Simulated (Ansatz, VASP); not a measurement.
# In: VASP beside Ansatz

The input INCAR:

```
PREC = Accurate
ENCUT = 520
EDIFF = 1E-7
ISMEAR = 0
SIGMA = 0.15
LREAL = False
LASPH = True
NELM = 60
ALGO = Fast
ISIF = 2
LWAVE = False
LCHARG = True
GGA = PE
LELF = True
LVHAR = True
NBANDS = 12
```

Contents of KPOINTS:

```
Automatic mesh
0
Gamma
  20 20 20
```

POSCAR

```
In
1.0
   -1.6605026918      1.6605026918      2.3432605075
    1.6605026918     -1.6605026918      2.3432605075
    1.6605026918      1.6605026918     -2.3432605075
In
1
Direct
    0.0000000000      0.0000000000      0.0000000000
```

Input for Ansatz:

```yaml
crystal:
  lattice:
    - [-1.6605026918, 1.6605026918, 2.3432605075]
    - [1.6605026918, -1.6605026918, 2.3432605075]
    - [1.6605026918, 1.6605026918, -2.3432605075]
  atoms:
    - { symbol: In, position: [0.0, 0.0, 0.0] }
basis:
  ecutwfc: 420
kpoints:
  mp_grid: { grid: [20, 20, 20] }
hamiltonian:
  xc: pbe
scf:
  occupations: { method: gaussian, width: 0.15 }
output:
  forces: true
  stress: true
  eigenvalues: true
  write_density: true
  write_potential: true
  elf: true
  volumetric_format: npy
```

Alike in both runs: task single point; functional PBE; k mesh 20 × 20 × 20; occupations gaussian, width 0.15 eV; no spin polarisation.

```csv
,VASP,Ansatz
version,VASP 6.6.1,Ansatz 0.2.0
potentials or method,"VASP PAW PBE potentials, release 64 (In_d), cutoff 520 eV","scalar-relativistic, plane waves, PAW"
valence electrons in the cell,13,13
```

```csv
,VASP,Ansatz,Ansatz less VASP
gap on the k mesh at the Fermi level (eV),none,none,-
pressure (GPa),2.5,2.5,+0.04
```

A gap of «none» marks a metal or a gap that the smearing closes. The functional is the same, so the differences come from potentials, cutoffs and numerics.
